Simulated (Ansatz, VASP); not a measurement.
# LiF: VASP beside Ansatz

```
CELL_PARAMETERS angstrom
0.00000 2.00407 2.00407
2.00407 0.00000 2.00407
2.00407 2.00407 0.00000
ATOMIC_POSITIONS crystal
Li 0.00000 0.00000 0.00000
F 0.50000 0.50000 0.50000
```

Alike in both runs: functional PBEsol; k mesh 10 × 10 × 10; occupations gaussian, width 0.02 eV; no spin polarisation.

Ansatz relaxed the structure, and its values are those at the end. VASP's run is a single point on that final structure, the one shown.

```csv
,VASP,Ansatz
version,VASP 6.6.1,Ansatz 0.2.0
potentials or method,"VASP PAW PBE potentials, release 64 (Li_sv, F), cutoff 520 eV","scalar-relativistic, plane waves, PAW"
valence electrons in the cell,10,10
```

|  | VASP | Ansatz | Ansatz less VASP |
| --- | --- | --- | --- |
| gap on the k mesh at the Fermi level (eV) | 9.05 | 9.05 | -0.006 |
| least direct gap on the mesh (eV) | 9.05 | 9.05 | -0.006 |

VASP's potentials were made for PBE, not for PBEsol.

Noted on VASP's run: the cutoff is under 1.25 times that of the potentials, so the pressure is a little rough.
